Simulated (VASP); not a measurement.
# Ir (Pm-3m) in VASP: a series of runs, part 2 of 2

VASP 6.6.1. The steps go on from the part before.

## Step 3: Relaxation of cell and atoms, PBE

This run uses another cell than the first one, of 15.44 Å³/atom, 0.910 times its volume.

Input file INCAR:

```
PREC = Accurate
ENCUT = 600
EDIFF = 1E-7
ISMEAR = 0
SIGMA = 0.1
LREAL = False
LASPH = True
NELM = 100
ALGO = Normal
ISIF = 3
LWAVE = False
LCHARG = False
GGA = PE
IBRION = 2
NSW = 80
EDIFFG = -0.02
```

Input file KPOINTS:

```
regular mesh
0
Gamma
  17 17 17
```

Input file POSCAR:

```
Ir
1.0
    2.4900000000      0.0000000000      0.0000000000
    0.0000000000      2.4900000000      0.0000000000
    0.0000000000      0.0000000000      2.4900000000
Ir
1
Direct
    0.0000000000      0.0000000000      0.0000000000
```

Potentials or basis: VASP PAW PBE potentials, release 64 (Ir).

The run is started by

```sh
cat potpaw_PBE.64/Ir/POTCAR > POTCAR
mpirun -np 1 vasp_std > vasp.out
```

OUTCAR:

```text
PREC = Accurate
   ENCUT = 600
   EDIFF = 1E-7
   ISMEAR = 0
   LREAL = False
   LASPH = True
   NELM = 100
   ISIF = 3
   GGA = PE
   IBRION = 2
   NSW = 80
   EDIFFG = -0.02

 ion  position               nearest neighbor table
   1  0.000  0.000  0.000-

  LATTYP: Found a simple cubic cell.
 ALAT       =     2.4900000000

  Lattice vectors:

 A1 = (   2.4900000000,   0.0000000000,   0.0000000000)
 A2 = (   0.0000000000,   2.4900000000,   0.0000000000)
 A3 = (   0.0000000000,   0.0000000000,   2.4900000000)

Analysis of symmetry for initial positions (statically):
=====================================================================
 Subroutine PRICEL returns:
 Original cell was already a primitive cell.

 Routine SETGRP: Setting up the symmetry group for a
 simple cubic supercell.

 Subroutine GETGRP returns: Found 48 space group operations
 (whereof 48 operations were pure point group operations)
 out of a pool of 48 trial point group operations.

The static configuration has the point symmetry O_h .

Analysis of symmetry for dynamics (positions and initial velocities):
=====================================================================
 Subroutine PRICEL returns:
 Original cell was already a primitive cell.

[... 161 lines left out ...]
  --------------------------------------------------------------------------------------
  -------------------------------------------------------------------------------------
  Total        2.8945468      2.8945468      2.8945468     -0.0000000     -0.0000000      0.0000000
  in kB      300.3952890    300.3952890    300.3952890     -0.0000000     -0.0000000      0.0000000
  external PRESSURE =     300.3952890 kB  Pullay stress =       0.0000000 kB
[... 22 lines left out ...]
--------------------------------------- Ionic step        2  -------------------------------------------

 number of electron       9.0000001 magnetization

 E-fermi :   3.8012     XC(G=0): -11.1182

 val. band max:        3.7958760716   @ k =   0.4706   0.2941   0.2941
 cond. band min:       3.8094575945   @ k =   0.2941   0.2353   0.0588
 fundamental gap:      0.0135815228
 Fermi energy:         3.8011753950

 k-point     1 :       0.0000    0.0000    0.0000
  band No.  band energies     occupation
      1      -2.9271      2.00000
      2      -0.0535      2.00000
      3      -0.0535      2.00000
      4       4.5263      0.00000
      5       4.5263      0.00000
      6       4.5263      0.00000
      7      17.4791      0.00000
      8      17.4791      0.00000
[... 357 lines left out ...]
--------------------------------------- Ionic step        5  -------------------------------------------

 number of electron       9.0000000 magnetization

 Free energy of the ion-electron system (eV)
  ---------------------------------------------------
  ext. energy  EPLUGINS =         0.00000000
  ---------------------------------------------------
  free energy    TOTEN  =        -7.86859497 eV

  energy without entropy =       -7.86234918  energy(sigma->0) =       -7.86547207

 E-fermi :   7.4100     XC(G=0): -12.7475

 val. band max:        7.3971240952   @ k =   0.2353   0.1765   0.0000
 cond. band min:       7.4169718909   @ k =   0.3529   0.2353   0.0588
 fundamental gap:      0.0198477957
 Fermi energy:         7.4100240022

 k-point     1 :       0.0000    0.0000    0.0000
  band No.  band energies     occupation
      1      -1.6584      2.00000
      2       1.5000      2.00000
      3       1.5000      2.00000
      4       8.7052      0.00000
      5       8.7052      0.00000
      6       8.7052      0.00000
      7      23.0096      0.00000
      8      23.0096      0.00000
[... 281 lines left out ...]
  FREE ENERGIE OF THE ION-ELECTRON SYSTEM (eV)
  ---------------------------------------------------
  free  energy   TOTEN  =        -7.8685949690 eV

  energy  without entropy=       -7.8623491756  energy(sigma->0) =       -7.86547207

 reached required accuracy - stopping structural energy minimisation
```

OSZICAR:

```text
N       E                     dE             d eps       ncg     rms          rms(c)
DAV:   1     0.496247130788E+02    0.49625E+02   -0.48638E+03  2640   0.114E+03
DAV:   2    -0.734137919946E+01   -0.56966E+02   -0.55562E+02  2680   0.217E+02
DAV:   3    -0.809831795618E+01   -0.75694E+00   -0.75437E+00  3672   0.342E+01
DAV:   4    -0.810398833080E+01   -0.56704E-02   -0.56694E-02  3376   0.225E+00
[... 44 lines left out ...]
DAV:   1    -0.786881021186E+01   -0.26209E-03   -0.74770E-03  2824   0.141E+00    0.110E-01
DAV:   2    -0.786860636776E+01    0.20384E-03   -0.61978E-04  3088   0.331E-01    0.346E-02
DAV:   3    -0.786859362072E+01    0.12747E-04   -0.69586E-05  3568   0.999E-02    0.151E-02
DAV:   4    -0.786859496123E+01   -0.13405E-05   -0.22934E-06  3192   0.154E-02    0.854E-04
DAV:   5    -0.786859496897E+01   -0.77401E-08   -0.39749E-08  2216   0.220E-03
   5 F= -.78685950E+01 E0= -.78654721E+01  d E =-.132315E+00
```

CONTCAR:

```text
Ir
   1.00000000000000
     2.5707454563491838   -0.0000000000000000    0.0000000000000000
    -0.0000000000000000    2.5707454563491838    0.0000000000000000
    -0.0000000000000000   -0.0000000000000000    2.5707454563491838
  Ir
     1
Direct
     0.0000000000000000    0.0000000000000000    0.0000000000000000

  0.00000000E+00  0.00000000E+00  0.00000000E+00
```

Wall time 46 s (1 thread of Intel Xeon 6975P-C, shared host); peak memory 0.15 GiB.

Results:

```
Free energy                            : -7.8686 eV
Relaxed volume                         : 16.99 Å³/atom
Relaxed cell                           : a = 2.571 Å, b = 2.571 Å, c = 2.571 Å, α = 90.00°, β = 90.00°, γ = 90.00°
Space group after relaxing (to 0.05 Å) : Pm-3m (No. 221)
Energy gained by relaxing              : 132.3 meV/atom
Ionic steps                            : 5
Pressure after relaxing                : 0.0 GPa
```

Step by step:
```csv
step,energy change (eV),largest force (eV/Å),pressure (GPa),volume (Å³)
1,0.0000,0.0000,30.04,15.44
2,0.7144,0.0000,-33.83,22.85
3,-0.1303,0.0000,-3.00,17.21
4,-0.1323,0.0000,-0.45,17.02
5,-0.1323,0.0000,0.02,16.99
```

Final structure:
```
Ir
1.0
     2.57075    0.00000    0.00000
     0.00000    2.57075    0.00000
     0.00000    0.00000    2.57075
Ir
1
Direct
  0.00000 0.00000 0.00000
```

Levels at points of the mesh, in eV from the Fermi level:
```
           k point  band 2  band 3  band 4  band 5  band 6  band 7  band 8
(0.00, 0.00, 0.00)   -5.91   -5.91    1.30    1.30    1.30   15.60   15.60
```

Caveat: spin-orbit coupling is left out, which moves the levels of the heavy elements.

## Step 4: Relaxation of cell and atoms, PBE

Input file INCAR:

```
SYSTEM = Ir
PREC = Accurate ; ENCUT = 600
EDIFF = 1E-6 ; ISMEAR = 0
SIGMA = 0.1 ; LREAL = .FALSE.
LASPH = .TRUE. ; NELM = 80
ALGO = Normal ; ISIF = 3
LWAVE = .FALSE. ; LCHARG = .FALSE.
GGA = PE ; IBRION = 2
NSW = 80 ; EDIFFG = -0.02
```

Input file KPOINTS:

```
Automatic mesh
0
G
  17 17 17
  0 0 0
```

Input file POSCAR:

```
Ir
1.0
    2.5698836614      0.0000000000      0.0000000000
    0.0000000000      2.5698836614      0.0000000000
    0.0000000000      0.0000000000      2.5698836614
Ir
1
Direct
    0.0000000000      0.0000000000      0.0000000000
```

Potentials or basis: VASP PAW PBE potentials, release 64 (Ir).

The run is started by

```sh
cat potpaw_PBE.64/Ir/POTCAR > POTCAR
mpirun -np 1 vasp_std > vasp.out
```

OUTCAR:

```text
SYSTEM = Ir
   PREC = Accurate
   ENCUT = 600
   EDIFF = 1E-6
   ISMEAR = 0
   LREAL = .FALSE.
   LASPH = .TRUE.
   NELM = 80
   ISIF = 3
   GGA = PE
   IBRION = 2
   NSW = 80
   EDIFFG = -0.02

 ion  position               nearest neighbor table
   1  0.000  0.000  0.000-

  LATTYP: Found a simple cubic cell.
 ALAT       =     2.5698836614

  Lattice vectors:

 A1 = (   2.5698836614,   0.0000000000,   0.0000000000)
 A2 = (   0.0000000000,   2.5698836614,   0.0000000000)
 A3 = (   0.0000000000,   0.0000000000,   2.5698836614)

Analysis of symmetry for initial positions (statically):
=====================================================================
 Subroutine PRICEL returns:
 Original cell was already a primitive cell.

 Routine SETGRP: Setting up the symmetry group for a
 simple cubic supercell.

 Subroutine GETGRP returns: Found 48 space group operations
 (whereof 48 operations were pure point group operations)
 out of a pool of 48 trial point group operations.

The static configuration has the point symmetry O_h .

[... 166 lines left out ...]
  --------------------------------------------------------------------------------------
  -------------------------------------------------------------------------------------
  Total        0.0300771      0.0300771      0.0300771      0.0000000      0.0000000     -0.0000000
  in kB        2.8392670      2.8392670      2.8392670      0.0000000      0.0000000     -0.0000000
  external PRESSURE =       2.8392670 kB  Pullay stress =       0.0000000 kB
[... 57 lines left out ...]
--------------------------------------- Ionic step        3  -------------------------------------------

 number of electron       8.9999999 magnetization

 Free energy of the ion-electron system (eV)
  ---------------------------------------------------
  ext. energy  EPLUGINS =         0.00000000
  ---------------------------------------------------
  free energy    TOTEN  =        -7.86867797 eV

  energy without entropy =       -7.86243116  energy(sigma->0) =       -7.86555457

 E-fermi :   7.4088     XC(G=0): -12.7470

 val. band max:        7.3958958738   @ k =   0.2353   0.1765   0.0000
 cond. band min:       7.4157385305   @ k =   0.3529   0.2353   0.0588
 fundamental gap:      0.0198426568
 Fermi energy:         7.4087906850

 k-point     1 :       0.0000    0.0000    0.0000
  band No.  band energies     occupation
      1      -1.6589      2.00000
      2       1.4994      2.00000
      3       1.4994      2.00000
      4       8.7037      0.00000
      5       8.7037      0.00000
      6       8.7037      0.00000
      7      23.0077      0.00000
      8      23.0077      0.00000
[... 243 lines left out ...]
 k-point    24 :       0.4706    0.1176    0.0000
  band No.  band energies     occupation
      1       1.6541      2.00000
      2       2.6485      2.00000
      3       4.4037      2.00000
      4       6.0616      2.00000
      5       8.0361      0.00000
      6       8.5868      0.00000
      7      13.3879      0.00000
      8      24.1711      0.00000

 [... further k-points ...]
[... 5 lines left out ...]
  --------------------------------------------------------------------------------------
  -------------------------------------------------------------------------------------
  Total        0.0010920      0.0010920      0.0010920      0.0000000      0.0000000     -0.0000000
  in kB        0.1029691      0.1029691      0.1029691      0.0000000      0.0000000     -0.0000000
  external PRESSURE =       0.1029691 kB  Pullay stress =       0.0000000 kB
[... 16 lines left out ...]
  FREE ENERGIE OF THE ION-ELECTRON SYSTEM (eV)
  ---------------------------------------------------
  free  energy   TOTEN  =        -7.8686779721 eV

  energy  without entropy=       -7.8624311582  energy(sigma->0) =       -7.86555457

 reached required accuracy - stopping structural energy minimisation
```

Wall time 26 s (1 thread of Intel Xeon 6975P-C, shared host); peak memory 0.16 GiB.

Results:

```
Free energy                            : -7.8687 eV
Relaxed volume                         : 16.99 Å³/atom
Relaxed cell                           : a = 2.571 Å, b = 2.571 Å, c = 2.571 Å, α = 90.00°, β = 90.00°, γ = 90.00°
Space group after relaxing (to 0.05 Å) : Pm-3m (No. 221)
Energy gained by relaxing              : 0.0 meV/atom
Ionic steps                            : 3
Pressure after relaxing                : 0.0 GPa
```

Final structure:
```cif
data_structure
_symmetry_space_group_name_H-M 'P 1'
_symmetry_Int_Tables_number 1
_cell_length_a 2.5708
_cell_length_b 2.5708
_cell_length_c 2.5708
_cell_angle_alpha 90.000
_cell_angle_beta 90.000
_cell_angle_gamma 90.000
_cell_volume 16.99
loop_
_atom_site_label
_atom_site_type_symbol
_atom_site_fract_x
_atom_site_fract_y
_atom_site_fract_z
_atom_site_occupancy
Ir1 Ir 0.00000 0.00000 0.00000 1
```

Caveat: spin-orbit coupling is left out, which moves the levels of the heavy elements.

## Step 5: The runs side by side

| task | cell | cutoff (eV) | gap on the mesh (eV) | pressure (GPa) | relaxed volume (Å³/atom) |
| --- | --- | --- | --- | --- | --- |
| single point | a = 2.570 Å, 1 atom | 520 | none | 0.2 | - |
| relaxation of cell and atoms | relaxed from a = 2.490 Å, 1 atom | 600 | none | 0.0 | 16.99 |
| relaxation of cell and atoms | relaxed from a = 2.570 Å, 1 atom | 600 | none | 0.0 | 16.99 |

Alike in all rows: level PBE; potentials or basis VASP PAW PBE potentials, release 64 (Ir); no spin polarisation; k mesh 17 × 17 × 17; smearing gaussian 0.1 eV.

Caveats: spin-orbit coupling is left out, which moves the levels of the heavy elements.

Absolute energies hang on the potentials; compare differences alone.
